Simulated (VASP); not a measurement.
A run of VASP 6.6.1 is set up as follows.

INCAR

```
SYSTEM = Fe
ALGO = Normal
EDIFF = 1E-6
ENCUT = 520
GGA = RP
ISIF = 2
ISMEAR = -1
LASPH = .True.
LCHARG = .True.
LELF = .True.
LREAL = .False.
LVHAR = .True.
LWAVE = .False.
NBANDS = 10
NELM = 80
PREC = Accurate
SIGMA = 0.1
```

The input KPOINTS:

```
k-points
0
Gamma
  25 25 25
  0 0 0
```

File POSCAR:

```
Fe
1.0
    0.0000000000      1.7378793490      1.7378793490
    1.7378793490      0.0000000000      1.7378793490
    1.7378793490      1.7378793490      0.0000000000
Fe
1
Direct
    0.0000000000      0.0000000000      0.0000000000
```

Potentials or basis: VASP PAW PBE potentials, release 64 (Fe).

Run with:

```sh
$ cat potpaw_PBE.64/Fe/POTCAR > POTCAR
$ mpirun -np 1 vasp_std > vasp.out
```

(1) Predict the band gap on the k mesh.

(2) Estimate the pressure.

## Answers

(1) zero (band 4 reaches 7.85 eV, above the bottom of band 5 at 5.85 eV).

(2) -0.5 GPa.

Caveat: the PAW data sets were made with another functional, which shifts forces and pressure a little; the run has no spin polarisation, though such a crystal can be magnetic.
